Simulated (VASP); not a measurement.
Input of a VASP 6.6.1 run:

INCAR

```
SYSTEM = NaCl
PREC     = Accurate       ! precision mode
ENCUT    = 520            ! plane-wave cutoff, eV
EDIFF    = 1E-7           ! SCF threshold, eV
ISMEAR   = 0              ! smearing method
SIGMA    = 0.01           ! smearing width, eV
LREAL    = .FALSE.        ! projectors in reciprocal space
LASPH    = .TRUE.         ! aspherical terms in the spheres
NELM     = 60             ! most SCF steps
ALGO     = Normal         ! electronic algorithm
ISIF     = 2              ! what is computed and relaxed
LWAVE    = .FALSE.        ! write WAVECAR
LCHARG   = .FALSE.        ! write CHGCAR
GGA      = PS             ! functional
NBANDS   = 14             ! bands
```

File KPOINTS:

```
regular mesh
0
G
  8 8 8
  0 0 0
```

Contents of POSCAR:

```
NaCl
1.0
    0.0000000000      2.5415548050      2.5415548050
    2.5415548050      0.0000000000      2.5415548050
    2.5415548050      2.5415548050      0.0000000000
Na Cl
1 1
Direct
    0.0000000000      0.0000000000      0.0000000000
    0.5000000000      0.5000000000      0.5000000000
```

Potentials or basis: VASP PAW PBE potentials, release 64 (Na_pv, Cl).

Run with:

```bash
$ cat potpaw_PBE.64/Na_pv/POTCAR potpaw_PBE.64/Cl/POTCAR > POTCAR
$ mpirun -np 1 vasp_std > vasp.out
```

Task: Predict the band gap on the k mesh.

Result: 6.39 eV, direct.

Task: What does it give for the pressure?

Result: 15.2 GPa.

Caveat: the PAW data sets were made with another functional, which shifts forces and pressure a little. Expect the measured gap to be larger: semilocal functionals such as PBEsol lack the derivative discontinuity.
